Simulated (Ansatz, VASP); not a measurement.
**AlN in VASP and in Ansatz**

```
Al N
1.0
     0.00000    2.19000    2.19000
     2.19000    0.00000    2.19000
     2.19000    2.19000    0.00000
Al N
1 1
Direct
  0.00000 0.00000 0.00000
  0.25000 0.25000 0.25000
```

Alike in both runs: task single point; functional LDA; k mesh 8 × 8 × 8; occupations gaussian, width 0.1 eV; no spin polarisation.

|  | VASP | Ansatz |
| --- | --- | --- |
| version | VASP 6.6.1 | Ansatz 0.2.0 |
| potentials or method | VASP PAW LDA potentials, release 64 (Al, N), cutoff 600 eV | scalar-relativistic, plane waves, PAW |
| valence electrons in the cell | 8 | 8 |

Ansatz gave:

| Quantity | Value |
| --- | --- |
| gap on the k mesh at the Fermi level (eV) | 3.24 |
| least direct gap on the mesh (eV) | 4.15 |
| pressure (GPa) | -5.2 |

Question: Which values does VASP return?

Answer: gap on the k mesh at the Fermi level (eV): 3.22; least direct gap on the mesh (eV): 4.16; pressure (GPa): -4.7.

Ansatz warns that its potentials were made for another functional, while VASP's fit it. LDA's correlation is that of Perdew and Zunger in VASP and of Perdew and Wang (1992) in Ansatz.
